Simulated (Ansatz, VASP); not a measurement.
## One calculation of Pd, two programs

The input INCAR:

```
ALGO     = Fast           # electronic algorithm
EDIFF    = 1E-7           # SCF threshold, eV
ENCUT    = 520            # plane-wave cutoff, eV
GGA      = PE             # functional
ISIF     = 2              # what is computed and relaxed
ISMEAR   = 0              # smearing method
LASPH    = T              # aspherical terms in the spheres
LCHARG   = T              # write CHGCAR
LELF     = T              # ELF
LREAL    = F              # projectors in reciprocal space
LVHAR    = T            
LWAVE    = F              # write WAVECAR
NBANDS   = 17             # bands
NELM     = 60             # most SCF steps
PREC     = Accurate       # precision mode
SIGMA    = 0.011          # smearing width, eV
```

The input KPOINTS:

```
k-points
0
Gamma
  11 11 6
```

The input POSCAR:

```
Pd
1.0
    2.7836650458      0.0000000000      0.0000000000
   -1.3918325229      2.4107246453      0.0000000000
    0.0000000000      0.0000000000      4.6288930000
Pd
2
Direct
    0.3333333333      0.6666666667      0.2500000000
    0.6666666667      0.3333333333      0.7500000000
```

The input input.yaml:

```yaml
crystal:
  lattice:
    - [2.7836650458, 0.0, 0.0]
    - [-1.3918325229, 2.4107246453, 0.0]
    - [0.0, 0.0, 4.628893]
  atoms:
    - { symbol: Pd, position: [0.3333333333, 0.6666666667, 0.25] }
    - { symbol: Pd, position: [0.6666666667, 0.3333333333, 0.75] }
hamiltonian:
  xc: pbe
  pseudopotentials: { kind: paw }
kpoints:
  mp_grid: { grid: [11, 11, 6] }
scf:
  occupations: { method: gaussian, width: 0.011 }
output:
  forces: true
  stress: true
  eigenvalues: true
```

Alike in both runs: task single point; functional PBE; k mesh 11 × 11 × 6; occupations gaussian, width 0.011 eV; no spin polarisation.

|  | VASP | Ansatz |
| --- | --- | --- |
| version | VASP 6.6.1 | Ansatz 0.2.0 |
| potentials or method | VASP PAW PBE potentials, release 64 (Pd) | Ansatz PAW |
| plane-wave cutoff (eV) | 520 | 420 |
| valence electrons in the cell | 20 | 36 |

VASP gave:

```
gap on the k mesh at the Fermi level (eV)                     : none
pressure (GPa)                                                : -1.8
traceless stress, the component that is largest in VASP (GPa) : 0.23
```

Which values does Ansatz return?

gap on the k mesh at the Fermi level (eV): none; pressure (GPa): -1.6; traceless stress, the component that is largest in VASP (GPa): 0.32.

A gap of «none» marks a metal or a gap that the smearing closes. With one functional, cell and mesh, what is left measures potentials, basis and numerics. VASP's potentials hold 20 valence electrons a cell and Ansatz's 36, so a difference there can come from the potentials and not from the codes.
